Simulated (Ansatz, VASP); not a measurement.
# Two plane-wave programs on In2GaP3

Contents of INCAR:

```
ALGO     = Normal         # electronic algorithm
EDIFF    = 1E-6           # SCF threshold, eV
EDIFFG   = -0.04          # ionic threshold
ENCUT    = 600            # plane-wave cutoff, eV
GGA      = PE             # functional
IBRION   = 2              # ionic algorithm
ISIF     = 3              # what is computed and relaxed
ISMEAR   = 0              # smearing method
LASPH    = T              # aspherical terms in the spheres
LCHARG   = F              # write CHGCAR
LREAL    = F              # projectors in reciprocal space
LWAVE    = F              # write WAVECAR
NELM     = 80             # most SCF steps
NSW      = 90             # ionic steps
PREC     = Accurate       # precision mode
SIGMA    = 0.1            # smearing width, eV
```

KPOINTS

```
k-points
0
Gamma
  6 6 2
```

Contents of POSCAR:

```
In2GaP3
1.0
    3.9391722500      0.0000000000      0.0000000000
   -1.9695861200      3.4114232400      0.0000000000
    0.0000000000      0.0000000000      9.6489620200
In Ga P
2 1 3
Direct
    0.0000000000      0.0000000000      0.0000000000
    0.6666666700      0.3333333300      0.3333333300
    0.3333333300      0.6666666700      0.6666666700
    0.0000000000      0.0000000000      0.7500000000
    0.3333333300      0.6666666700      0.4166666700
    0.6666666700      0.3333333300      0.0833333300
```

Input for Ansatz:

```yaml
crystal:
  lattice:
    - [3.93917225, 0.0, 0.0]
    - [-1.96958612, 3.41142324, 0.0]
    - [0.0, 0.0, 9.64896202]
  atoms:
    - { symbol: In, position: [0.0, 0.0, 0.0] }
    - { symbol: In, position: [0.66666667, 0.33333333, 0.33333333] }
    - { symbol: Ga, position: [0.33333333, 0.66666667, 0.66666667] }
    - { symbol: P, position: [0.0, 0.0, 0.75] }
    - { symbol: P, position: [0.33333333, 0.66666667, 0.41666667] }
    - { symbol: P, position: [0.66666667, 0.33333333, 0.08333333] }
basis:
  ecutwfc: 420
kpoints:
  mp_grid: { grid: [6, 6, 2] }
hamiltonian:
  xc: pbe
scf:
  occupations: { method: gaussian, width: 0.1 }
  lower_state_search: "off"
output:
  forces: true
  stress: true
  eigenvalues: true
relax:
  adjacent_minimum: "off"
  f_tol: 0.04
  max_steps: 70
  cell: { stress_tol: 0.4 }
```

Alike in both runs: task relaxation of cell and atoms; functional PBE; k mesh 6 × 6 × 2; occupations gaussian, width 0.1 eV; no spin polarisation.

|  | VASP | Ansatz |
| --- | --- | --- |
| version | VASP 6.6.1 | Ansatz 0.2.0 |
| potentials or method | VASP PAW PBE potentials, release 64 (In_d, Ga_d, P), cutoff 600 eV | scalar-relativistic, plane waves, PAW |
| valence electrons in the cell | 54 | 54 |

```csv
,VASP,Ansatz,Ansatz less VASP
"gap on the k mesh at the Fermi level, each at its own relaxed structure (eV)",0.42,0.42,+0.002
relaxed volume (Å³/atom),24.56,24.59,+0.031
relaxed length of the cell vector where the two differ most in proportion (Å),10.071,10.087,+0.0156
```
